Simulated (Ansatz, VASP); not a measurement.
Two plane-wave programs on Ru2Rh

```
Ru Rh
1.0
     2.68453    0.00000    0.00000
     0.00000    2.68453    0.00000
     0.00000    0.00000    6.15692
Ru Rh
2 1
Direct
  0.50000 0.50000 0.31382
  0.50000 0.50000 0.68618
  0.00000 0.00000 0.00000
```

Change from the starting cell: species swapped into the Ga2Cu type (P4/mmm, No. 123).

Alike in both runs: functional PBE; k mesh 16 × 16 × 8; occupations gaussian, width 0.1 eV; no spin polarisation.

Ansatz relaxed the structure, and its values are those at the end. VASP's run is a single point on that final structure, the one shown.

|  | VASP | Ansatz |
| --- | --- | --- |
| version | VASP 6.6.1 | Ansatz 0.2.0 |
| potentials or method | VASP PAW PBE potentials, release 64 (Ru_pv, Rh_pv), cutoff 520 eV | scalar-relativistic, plane waves, PAW |
| valence electrons in the cell | 43 | 49 |

VASP gave:

| Quantity | Value |
| --- | --- |
| gap on the k mesh at the Fermi level (eV) | none |
| pressure (GPa) | 0.1 |
| rms of the force components (eV/Å) | 0.037 |

Task: Which values does Ansatz return?

Result: gap on the k mesh at the Fermi level (eV): none; pressure (GPa): 0.0; rms of the force components (eV/Å): 0.001.

A gap of «none» marks a metal or a gap that the smearing closes. VASP's potentials hold 43 valence electrons a cell and Ansatz's 49, so a difference there can come from the potentials and not from the codes.
